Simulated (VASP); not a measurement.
A run of VASP 6.6.1 is set up as follows.

Contents of INCAR:

```
PREC = Accurate ; ENCUT = 520
EDIFF = 1E-6 ; ISMEAR = -1
SIGMA = 0.02 ; LREAL = F
LASPH = T ; NELM = 80
ALGO = Normal ; ISIF = 2
LWAVE = F ; LCHARG = T
GGA = PE ; LELF = T
LVHAR = T ; NBANDS = 12
```

The input KPOINTS:

```
regular mesh
0
Gamma
  8 8 8
```

File POSCAR:

```
LiCl
1.0
    0.0000000000      2.4481609426      2.5560252063
    2.5560252063      0.0000000000      2.5560252063
    2.5560252063      2.4481609426      0.0000000000
Li Cl
1 1
Direct
    0.0000000000      0.0000000000      0.0000000000
    0.5000000000      0.5000000000      0.5000000000
```

Potentials or basis: VASP PAW PBE potentials, release 64 (Li_sv, Cl).

Run with:

```console
$ cat potpaw_PBE.64/Li_sv/POTCAR potpaw_PBE.64/Cl/POTCAR > POTCAR
$ mpirun -np 1 vasp_std > vasp.out
```

Task: Estimate the band gap on the k mesh.

Result: 6.62 eV, direct.

Caveat: the cell differs from its parent crystal (uniaxial y strain -4.2%). A k mesh can miss the band edges.
